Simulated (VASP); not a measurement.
# BiO (P4/nmm) in VASP: a series of runs, part 2 of 2

VASP 6.6.1. The steps go on from the part before.

**4. Relaxation of cell and atoms, PBE**

File INCAR:

```
PREC     = Accurate       # precision mode
ENCUT    = 600            # plane-wave cutoff, eV
EDIFF    = 1E-6           # SCF threshold, eV
ISMEAR   = 0              # smearing method
SIGMA    = 0.1            # smearing width, eV
LREAL    = F              # projectors in reciprocal space
LASPH    = T              # aspherical terms in the spheres
NELM     = 60             # most SCF steps
ALGO     = Normal         # electronic algorithm
ISIF     = 3              # what is computed and relaxed
LWAVE    = F              # write WAVECAR
LCHARG   = F              # write CHGCAR
GGA      = PE             # functional
IBRION   = 2              # ionic algorithm
NSW      = 90             # ionic steps
EDIFFG   = -0.04          # ionic threshold
```

File KPOINTS:

```
Automatic mesh
0
Gamma
  4 4 4
```

File POSCAR:

```
BiO
1.0
    3.7477193100      0.0000000000      0.0000000000
    0.0000000000      3.7477193100      0.0000000000
    0.0000000000      0.0000000000      5.3000754700
Bi O
2 2
Direct
    0.5000000000      0.0000000000      0.7500000000
    0.0000000000      0.5000000000      0.2500000000
    0.0000000000      0.0000000000      0.0000000000
    0.5000000000      0.5000000000      0.0000000000
```

On the command line:

```bash
$ cat potpaw_PBE.64/Bi_d/POTCAR potpaw_PBE.64/O/POTCAR > POTCAR
$ mpirun -np 1 vasp_std > vasp.out
```

Wall time 3.5 min (1 thread of AMD EPYC 9R14 (Zen 4), shared host); peak memory 0.18 GiB.

The run converged. Its results:

| Property | Result |
| --- | --- |
| Free energy | -20.2594 eV |
| Relaxed volume | 20.22 Å³/atom |
| Relaxed cell | a = 4.108 Å, b = 4.108 Å, c = 4.793 Å, α = 90.00°, β = 90.00°, γ = 90.00° |
| Space group after relaxing (to 0.05 Å) | P4/nmm (No. 129) |
| Energy gained by relaxing | 82.8 meV/atom |
| Ionic steps | 14 |
| Pressure after relaxing | -0.1 GPa |
| Largest force after relaxing | 0.024 eV/Å |
| Band gap on the k mesh | zero (band 21 reaches 7.92 eV, above the bottom of band 22 at 5.26 eV) |

Forces in eV/Å, atoms in the order of the input:
```
Bi   0.000  0.000 -0.024
Bi   0.000  0.000  0.024
O    0.000  0.000  0.000
O    0.000  0.000  0.000
```

Stress tensor (GPa, compression positive):
```
-0.14  0.00  0.00
 0.00 -0.14  0.00
 0.00  0.00  0.03
```

The path:
| step | energy change (eV) | largest force (eV/Å) | pressure (GPa) | volume (Å³) |
| --- | --- | --- | --- | --- |
| 1 | 0.0000 | 0.9786 | 9.98 | 74.44 |
| 2 | -0.0271 | 1.4990 | -6.78 | 87.63 |
| 3 | -0.2115 | 0.4697 | -0.08 | 80.80 |
| 4 | -0.2571 | 0.1422 | -0.31 | 81.72 |
| 5 | -0.2840 | 0.0183 | -0.41 | 82.88 |
| 6 | -0.3104 | 0.0781 | -0.98 | 84.99 |
| 7 | -0.3105 | 0.0515 | -0.84 | 84.58 |
| 8 | -0.3141 | 0.3073 | 0.94 | 82.57 |
| 9 | -0.3152 | 0.2249 | 0.34 | 83.21 |
| 10 | -0.3212 | 0.1799 | 0.30 | 82.67 |
| 11 | -0.3305 | 0.0817 | 0.25 | 81.04 |
| 12 | -0.3310 | 0.0677 | 0.24 | 80.61 |
| 13 | -0.3307 | 0.0429 | -0.54 | 81.25 |
| 14 | -0.3313 | 0.0238 | -0.08 | 80.87 |

Final structure:
```
Bi O
1.0
     4.10764    0.00000    0.00000
     0.00000    4.10764    0.00000
     0.00000    0.00000    4.79292
Bi O
2 2
Direct
  0.50000 0.00000 0.74828
  0.00000 0.50000 0.25172
  0.00000 0.00000 0.00000
  0.50000 0.50000 0.00000
```

Levels at points of the mesh, in eV from the Fermi level:
```
           k point  band 18  band 19  band 20  band 21  band 22  band 23  band 24  band 25
(0.00, 0.00, 0.00)    -3.75    -3.70    -3.05    -0.88     2.13     2.13     2.31     3.26
(0.50, 0.00, 0.00)    -5.11    -4.09    -4.09     0.27     0.27     2.95     2.95     3.44
(0.50, 0.50, 0.00)    -4.48    -3.08    -3.08    -1.90    -1.90     2.13     2.13     4.77
(0.00, 0.00, 0.50)    -3.81    -3.80    -3.04    -1.57     0.48     0.48     0.64     5.04
(0.50, 0.00, 0.50)    -5.08    -3.43    -3.43     0.29     0.29     2.52     2.52     3.75
(0.50, 0.50, 0.50)    -5.24    -3.08    -3.08     0.76     0.76     1.75     1.75     2.60
```

Caveat: the k points lie up to 0.38 Å⁻¹ apart in the final cell; spin-orbit coupling is left out, which moves the levels of the heavy elements.

**5. Single point, PBE**

This run uses another cell than the first one, of 20.56 Å³/atom, 1.105 times its volume.

File INCAR:

```
SYSTEM = BiO
PREC = Accurate ; ENCUT = 520
EDIFF = 1E-6 ; ISMEAR = 0
SIGMA = 0.1 ; LREAL = .False.
LASPH = .True. ; NELM = 100
ALGO = Normal ; ISIF = 2
LWAVE = .False. ; LCHARG = .True.
GGA = PE ; LELF = .True.
LVHAR = .True. ; NBANDS = 29
```

File KPOINTS:

```
Automatic mesh
0
Gamma
  12 12 10
  0 0 0
```

File POSCAR:

```
BiO
1.0
    4.1570799590      0.0000000000      0.0000000000
    0.0000000000      4.1570799590      0.0000000000
    0.0000000000      0.0000000000      4.7579345659
Bi O
2 2
Direct
    0.5000000000      0.0000000000      0.7560352186
    0.0000000000      0.5000000000      0.2439647814
    0.0000000000      0.0000000000      0.0000000000
    0.5000000000      0.5000000000      0.0000000000
```

Potentials or basis: VASP PAW PBE potentials, release 64 (Bi_d, O).

On the command line:

```bash
$ cat potpaw_PBE.64/Bi_d/POTCAR potpaw_PBE.64/O/POTCAR > POTCAR
$ mpirun -np 1 vasp_std > vasp.out
```

OUTCAR:

```text
SYSTEM = BiO
   PREC = Accurate
   ENCUT = 520
   EDIFF = 1E-6
   ISMEAR = 0
   LREAL = .False.
   LASPH = .True.
   NELM = 100
   ISIF = 2
   GGA = PE

 ion  position               nearest neighbor table
   1  0.500  0.000  0.756-   3 2.38   4 2.38   4 2.38   3 2.38   2 3.75   2 3.75   2 3.75   2 3.75
                             2 3.82   2 3.82   2 3.82   2 3.82
   2  0.000  0.500  0.244-   3 2.38   4 2.38   3 2.38   4 2.38   1 3.75   1 3.75   1 3.75   1 3.75
                             1 3.82   1 3.82   1 3.82   1 3.82
   3  0.000  0.000  0.000-   1 2.38   2 2.38   2 2.38   1 2.38
   4  0.500  0.500  0.000-   1 2.38   2 2.38   1 2.38   2 2.38

  LATTYP: Found a simple tetragonal cell.
 ALAT       =     4.1570799590
 C/A-ratio  =     1.1445376593

  Lattice vectors:

 A1 = (   4.1570799590,   0.0000000000,   0.0000000000)
 A2 = (   0.0000000000,   4.1570799590,   0.0000000000)
 A3 = (   0.0000000000,   0.0000000000,   4.7579345659)

Analysis of symmetry for initial positions (statically):
=====================================================================
 Subroutine PRICEL returns:
 Original cell was already a primitive cell.

 Routine SETGRP: Setting up the symmetry group for a
[... 177 lines left out ...]
 val. band max:        7.0183045193   @ k =   0.5000   0.1667   0.1000
 cond. band min:       7.0343065570   @ k =   0.4167   0.1667   0.4000
 fundamental gap:      0.0160020377
 Fermi energy:         7.0237137168

 k-point     1 :       0.0000    0.0000    0.0000
  band No.  band energies     occupation
      1     -16.8779      2.00000
      2     -16.7206      2.00000
      3     -16.7206      2.00000
      4     -16.7002      2.00000
      5     -16.6912      2.00000
      6     -16.6689      2.00000
[... 757 lines left out ...]
     28      12.5738      0.00000
     29      15.6278      0.00000

 [... further k-points ...]

------------------------ aborting loop because EDIFF is reached ----------------------------------------

  FORCE on cell =-STRESS in cart. coord.  units (eV):
  Direction    XX          YY          ZZ          XY          YZ          ZX
  --------------------------------------------------------------------------------------
  -------------------------------------------------------------------------------------
  Total        0.0507605      0.0507605     -0.0124536      0.0000000      0.0000000      0.0000000
  in kB        0.9891021      0.9891021     -0.2426677      0.0000000      0.0000000      0.0000000
  external PRESSURE =       0.5785122 kB  Pullay stress =       0.0000000 kB

 VOLUME and BASIS-vectors are now :
 -----------------------------------------------------------------------------
  energy-cutoff  :      520.00
  volume of cell :       82.22
      direct lattice vectors                 reciprocal lattice vectors
     4.157079959  0.000000000  0.000000000     0.240553468  0.000000000  0.000000000
     0.000000000  4.157079959  0.000000000     0.000000000  0.240553468  0.000000000
     0.000000000  0.000000000  4.757934566     0.000000000  0.000000000  0.210175232

 POSITION                                       TOTAL-FORCE (eV/Angst)
 -----------------------------------------------------------------------------------
      2.07854      0.00000      3.59717        -0.000000      0.000000     -0.025348
      0.00000      2.07854      1.16077         0.000000      0.000000      0.025348
      0.00000      0.00000      0.00000        -0.000000     -0.000000      0.000000
      2.07854      2.07854      0.00000         0.000000      0.000000      0.000000
 -----------------------------------------------------------------------------------
    total drift:                                0.000000     -0.000000      0.000000

  FREE ENERGIE OF THE ION-ELECTRON SYSTEM (eV)
  ---------------------------------------------------
  free  energy   TOTEN  =       -20.2700695702 eV

  energy  without entropy=      -20.2553420388  energy(sigma->0) =      -20.26270580
```

OSZICAR:

```text
N       E                     dE             d eps       ncg     rms          rms(c)
DAV:   1     0.476086654480E+03    0.47609E+03   -0.21601E+04  9759   0.175E+03
DAV:   2     0.369005065125E+02   -0.43919E+03   -0.42343E+03 10054   0.481E+02
DAV:   3    -0.215390092003E+02   -0.58440E+02   -0.56848E+02 11624   0.178E+02
DAV:   4    -0.242296730501E+02   -0.26907E+01   -0.26717E+01 10889   0.396E+01
DAV:   5    -0.243295634596E+02   -0.99890E-01   -0.99856E-01 13670   0.772E+00    0.120E+01
DAV:   6    -0.207080039551E+02    0.36216E+01   -0.25959E+01 14976   0.458E+01    0.630E+00
DAV:   7    -0.202944682945E+02    0.41354E+00   -0.40012E+00 11535   0.113E+01    0.229E+00
DAV:   8    -0.202793695837E+02    0.15099E-01   -0.39553E-01 10790   0.357E+00    0.773E-01
DAV:   9    -0.202701824574E+02    0.91871E-02   -0.46348E-02 13181   0.150E+00    0.170E-01
DAV:  10    -0.202703807768E+02   -0.19832E-03   -0.92548E-03 12821   0.694E-01    0.159E-01
DAV:  11    -0.202700737441E+02    0.30703E-03   -0.20781E-03 13499   0.259E-01    0.278E-02
DAV:  12    -0.202700711226E+02    0.26215E-05   -0.12878E-04 11136   0.706E-02    0.114E-02
DAV:  13    -0.202700700958E+02    0.10268E-05   -0.15212E-05 11063   0.251E-02    0.380E-03
DAV:  14    -0.202700695702E+02    0.52562E-06   -0.25016E-06  6960   0.108E-02
   1 F= -.20270070E+02 E0= -.20262706E+02  d E =-.147275E-01
```

stdout:

```text
POSCAR found type information on POSCAR BiO
 POSCAR found :  2 types and       4 ions
 scaLAPACK will be used
 LDA part: xc-table for (Slater+PW92), standard interpolation
 POSCAR, INCAR and KPOINTS ok, starting setup
 FFT: planning ... GRIDC
 FFT: planning ... GRID_SOFT
 FFT: planning ... GRID
 WAVECAR not read
 entering main loop
```

Wall time 3.2 min (1 thread of AMD EPYC 9R14 (Zen 4), shared host); peak memory 0.38 GiB.

Results:

```
Free energy            : -20.2701 eV
Pressure               : 0.1 GPa
Largest force          : 0.025 eV/Å
Band gap on the k mesh : zero (band 21 reaches 7.94 eV, above the bottom of band 22 at 5.25 eV)
```

Forces on the atoms (eV/Å):
```
Bi   0.000  0.000 -0.025
Bi   0.000  0.000  0.025
O    0.000  0.000  0.000
O    0.000  0.000  0.000
```

Levels at points of the mesh, in eV from the Fermi level:
| k point | band 17 | band 18 | band 19 | band 20 | band 21 | band 22 | band 23 | band 24 | band 25 | band 26 |
| --- | --- | --- | --- | --- | --- | --- | --- | --- | --- | --- |
| (0.00, 0.00, 0.00) | -3.91 | -3.91 | -3.71 | -3.13 | -0.98 | 2.12 | 2.22 | 2.22 | 3.23 | 3.23 |
| (0.50, 0.00, 0.00) | -5.08 | -5.08 | -4.01 | -4.01 | 0.25 | 0.25 | 2.96 | 2.96 | 3.22 | 3.22 |
| (0.50, 0.50, 0.00) | -4.40 | -4.40 | -3.20 | -3.20 | -1.77 | -1.77 | 2.23 | 2.23 | 4.70 | 4.70 |
| (0.00, 0.00, 0.50) | -3.95 | -3.95 | -3.82 | -2.94 | -1.79 | 0.47 | 0.56 | 0.56 | 4.96 | 4.96 |
| (0.50, 0.00, 0.50) | -5.20 | -5.20 | -3.41 | -3.41 | 0.28 | 0.28 | 2.53 | 2.53 | 3.57 | 3.57 |
| (0.50, 0.50, 0.50) | -5.17 | -5.17 | -3.20 | -3.20 | 0.89 | 0.89 | 1.64 | 1.64 | 2.44 | 2.44 |

Caveat: spin-orbit coupling is left out, which moves the levels of the heavy elements.

**6. The runs side by side**

```tsv
task	cell	k mesh	cutoff (eV)	gap on the mesh (eV)	pressure (GPa)	largest force (eV/Å)
single point	a = 3.748, b = 3.748, c = 5.300 Å, 4 atoms	4 × 4 × 4	520	none	10.0	0.98
single point	a = 4.083, b = 4.083, c = 4.785 Å, 4 atoms	4 × 4 × 4	520	none	0.2	0.01
relaxation of cell and atoms	relaxed from a = 3.748, b = 3.748, c = 5.300 Å, 4 atoms	4 × 4 × 4	600	none	-0.1	0.02
single point	a = 4.157, b = 4.157, c = 4.758 Å, 4 atoms	12 × 12 × 10	520	none	0.1	0.03
```

Alike in all rows: level PBE; potentials or basis VASP PAW PBE potentials, release 64 (Bi_d, O); no spin polarisation; smearing gaussian 0.1 eV.

Caveats: some runs use coarse meshes; spin-orbit coupling is left out, which moves the levels of the heavy elements.

Total energies depend on the potentials used, so only differences within one code and one set of settings carry meaning.
